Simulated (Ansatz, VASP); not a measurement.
**W: VASP beside Ansatz**

The input INCAR:

```
ALGO = Fast
EDIFF = 1E-6
ENCUT = 520
ISIF = 2
ISMEAR = 0
LASPH = T
LCHARG = F
LREAL = F
LWAVE = F
NBANDS = 21
NELM = 80
PREC = Accurate
SIGMA = 0.15
```

Contents of KPOINTS:

```
k-points
0
Gamma
  16 16 12
```

The input POSCAR:

```
W
1.0
    0.0000000000     -1.9862702900     -1.9862702900
    0.0000000000      1.9862702900     -1.9862702900
    3.9725405800      0.0000000000      0.0000000000
W
2
Direct
    0.5406792572      0.4593207428      0.4863059926
   -0.0406792572      0.0406792572      0.0136940074
```

Input for Ansatz:

```yaml
crystal:
  lattice:
    - [0.0, -1.98627029, -1.98627029]
    - [0.0, 1.98627029, -1.98627029]
    - [3.97254058, 0.0, 0.0]
  atoms:
    - { symbol: W, position: [0.5406792572, 0.4593207428, 0.4863059926] }
    - { symbol: W, position: [-0.0406792572, 0.0406792572, 0.0136940074] }
basis:
  ecutwfc: 420
kpoints:
  mp_grid: { grid: [16, 16, 12] }
hamiltonian:
  xc: lda
scf:
  occupations: { method: gaussian, width: 0.15 }
output:
  forces: true
  stress: true
  eigenvalues: true
```

Change from the starting cell: mode 4 frozen in at -0.162 Å and mode 6 at -0.054 Å (largest displacements).

Alike in both runs: task single point; functional LDA; k mesh 16 × 16 × 12; occupations gaussian, width 0.15 eV; no spin polarisation.

```csv
,VASP,Ansatz
version,VASP 6.6.1,Ansatz 0.2.0
potentials or method,"VASP PAW LDA potentials, release 64 (W_sv), cutoff 520 eV","scalar-relativistic, plane waves, PAW"
valence electrons in the cell,28,28
```

```csv
,VASP,Ansatz,Ansatz less VASP
gap on the k mesh at the Fermi level (eV),none,none,-
pressure (GPa),10.0,8.0,-2.04
"traceless stress, the component that is largest in VASP (GPa)",-5.02,-5.04,-0.027
rms of the force components (eV/Å),1.054,1.011,-0.0431
```

LDA's correlation is that of Perdew and Zunger in VASP and of Perdew and Wang (1992) in Ansatz. Atom by atom the forces differ by 0.043 eV/Å (rms over components). A gap of «none» marks a metal or a gap that the smearing closes.

Spin-orbit coupling is off throughout.
